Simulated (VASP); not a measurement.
**KMgF3: single point with PBEsol**

KMgF3:

```xyz
5
Lattice="3.9859 0.0000 0.0000 0.0000 3.9859 0.0000 0.0000 0.0000 3.9859" Properties=species:S:1:pos:R:3 pbc="T T T"
K     1.9929    1.9929    1.9929
Mg    0.0000    0.0000    0.0000
F     1.9929    0.0000    0.0000
F     0.0000    1.9929    0.0000
F     0.0000    0.0000    1.9929
```

| Item | Value |
| --- | --- |
| Program | VASP 6.6.1 |
| Task | single point |
| Functional | PBEsol |
| Potentials or basis | VASP PAW PBE potentials, release 64 (K_sv, Mg, F) |
| Cutoff | 520 eV |
| k mesh | 6 × 6 × 6 |
| Occupations | gaussian, width 0.02 eV |
| Spin | no spin polarisation |

| Quantity | Value |
| --- | --- |
| Pressure | -0.1 GPa |
| Band gap on the k mesh | 7.12 eV, indirect (least direct gap 7.45 eV) |

Levels at points of the mesh, in eV from the valence-band top:
| k point | band 14 | band 15 | band 16 | band 17 | band 18 | band 19 |
| --- | --- | --- | --- | --- | --- | --- |
| (0.00, 0.00, 0.00) | -0.32 | -0.32 | -0.32 | 7.12 | 9.94 | 9.94 |
| (0.50, 0.00, 0.00) | -0.88 | -0.54 | -0.54 | 9.96 | 10.29 | 11.01 |
| (0.50, 0.50, 0.00) | -0.91 | -0.91 | -0.02 | 10.81 | 11.58 | 12.44 |
| (0.50, 0.50, 0.50) | 0.00 | 0.00 | 0.00 | 10.31 | 10.31 | 10.31 |

It took 36 s on 1 thread of Intel(R) Xeon(R) Platinum 8259CL CPU @ 2.50GHz (Skylake/Cascade Lake), on a shared host, peak memory 0.18 GiB.

Caveat: the PAW data sets were made with another functional, which shifts forces and pressure a little. A k mesh can miss the band edges.
